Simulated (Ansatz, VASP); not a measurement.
**Ru in VASP and in Ansatz**

```xyz
1
Lattice="-1.5555 1.5555 1.5555 1.5555 -1.5555 1.5555 1.5555 1.5555 -1.5555" Properties=species:S:1:pos:R:3 pbc="T T T"
Ru    0.0000    0.0000    0.0000
```

Alike in both runs: task single point; functional RPBE; k mesh 16 × 16 × 16; occupations fermi-dirac, width 0.1 eV; no spin polarisation.

```csv
,VASP,Ansatz
version,VASP 6.6.1,Ansatz 0.2.0
potentials or method,"VASP PAW PBE potentials, release 64 (Ru_pv), cutoff 520 eV","plane waves (420 eV) with PAW, scalar-relativistic"
valence electrons in the cell,14,16
```

|  | VASP | Ansatz | Ansatz less VASP |
| --- | --- | --- | --- |
| pressure (GPa) | -9.3 | -9.2 | +0.08 |

VASP's potentials were made for PBE, not for RPBE. The functional is the same, so the differences come from potentials, cutoffs and numerics. VASP's potentials hold 14 valence electrons a cell and Ansatz's 16, so a difference there can come from the potentials and not from the codes.
